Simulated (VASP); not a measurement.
Set up this calculation in VASP 6.6.1, as the native input.

```yaml
Task: single point
Functional: SVWN5
Potentials_or_basis: VASP PAW PBE potentials, release 64 (S, Mg)
Cutoff: 600 eV
k_mesh: 8 × 8 × 8
Occupations: fermi-dirac, width 0.025 eV
Spin: no spin polarisation
Dipole_correction: no
Further_INCAR_settings: ALGO = Normal; EDIFF = 1e-06; NBANDS = 11
```

The structure of MgS lies in POSCAR:

```
MgS
1.0
    0.0000000000      2.8331200450      2.8331200450
    2.8331200450      0.0000000000      2.8331200450
    2.8331200450      2.8331200450      0.0000000000
S Mg
1 1
Direct
    0.7500000000      0.7500000000      0.7500000000
    0.0000000000      0.0000000000      0.0000000000
```

These files were run (other wordings do the same):

INCAR

```
SYSTEM = MgS
  PREC = Accurate
  ENCUT = 600
  EDIFF = 1E-6
  ISMEAR = -1
  SIGMA = 0.025
  LREAL = .False.
  LASPH = .True.
  NELM = 120
  ALGO = Normal
  ISIF = 2
  LWAVE = .False.
  LCHARG = .False.
  GGA = VW
  NBANDS = 11
  GGA_COMPAT = .False.
```

KPOINTS

```
regular mesh
0
Gamma
  8 8 8
  0 0 0
```

Potentials or basis: VASP PAW PBE potentials, release 64 (S, Mg).

Launch:

```bash
$ cat potpaw_PBE.64/S/POTCAR potpaw_PBE.64/Mg/POTCAR > POTCAR
$ mpirun -np 1 vasp_std > vasp.out
```

It gave:

```
Pressure               : -2.1 GPa
Band gap on the k mesh : 3.18 eV
```

Caveat: the PAW data sets were made with another functional, which shifts forces and pressure a little.

Run time: 18 s on 1 thread of Intel Xeon 8259CL, on a shared host, peak memory 0.16 GiB.
